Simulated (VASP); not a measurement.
Set up this calculation in VASP 6.6.1, as the native input.

- Task: single point
- Functional: HSE06
- Potentials or basis: VASP PAW PBE potentials, release 64 (Li_sv, F)
- Cutoff: 520 eV
- k mesh: 8 × 8 × 8
- Occupations: gaussian, width 0.01 eV
- Spin: no spin polarisation
- Dipole correction: no
- Grid for exact exchange (PRECFOCK): Normal
- Further INCAR settings: ALGO = Normal; EDIFF = 1e-07; NBANDS = 12
- Share of exact exchange: 0.25
- Screening parameter: 0.2079 1/Å

The system is LiF.

```
CELL_PARAMETERS angstrom
0.00000 1.99487 1.99487
1.99487 0.00000 1.99487
1.99487 1.99487 0.00000
ATOMIC_POSITIONS crystal
Li 0.00000 0.00000 0.00000
F 0.50000 0.50000 0.50000
```

These files were run (other wordings do the same):

POSCAR

```
LiF
1.0
    0.0000000000      1.9948691814      1.9948691814
    1.9948691814      0.0000000000      1.9948691814
    1.9948691814      1.9948691814      0.0000000000
Li F
1 1
Direct
    0.0000000000      0.0000000000      0.0000000000
    0.5000000000      0.5000000000      0.5000000000
```

INCAR.step1

```
SYSTEM = LiF
PREC = Accurate ; ENCUT = 520
EDIFF = 1E-5 ; ISMEAR = 0
SIGMA = 0.01 ; LREAL = .FALSE.
LASPH = .TRUE. ; NELM = 80
ALGO = Normal ; ISIF = 2
LWAVE = .TRUE. ; LCHARG = .FALSE.
GGA = PE ; NBANDS = 12
```

INCAR.step2

```
SYSTEM = LiF
PREC = Accurate ; ENCUT = 520
EDIFF = 1E-7 ; ISMEAR = 0
SIGMA = 0.01 ; LREAL = .FALSE.
LASPH = .TRUE. ; NELM = 80
ALGO = Normal ; ISIF = 2
LWAVE = .FALSE. ; LCHARG = .FALSE.
GGA = PE ; LHFCALC = .TRUE.
HFSCREEN = 0.2079 ; PRECFOCK = Normal
ISTART = 1 ; NBANDS = 12
```

KPOINTS

```
regular mesh
0
G
  8 8 8
  0 0 0
```

Potentials or basis: VASP PAW PBE potentials, release 64 (Li_sv, F).

Run with:

```console
$ cat potpaw_PBE.64/Li_sv/POTCAR potpaw_PBE.64/F/POTCAR > POTCAR
$ cp INCAR.step1 INCAR
$ mpirun -np 1 vasp_std > vasp.out
$ cp INCAR.step2 INCAR
$ mpirun -np 1 vasp_std > vasp.out
```

Results of the run:

```yaml
Band_gap_on_the_k_mesh: 11.67 eV
```

Run time: 10 min on 1 thread of Intel(R) Xeon(R) Platinum 8375C CPU @ 2.90GHz (Ice Lake) (shared host), peak memory 0.25 GiB.
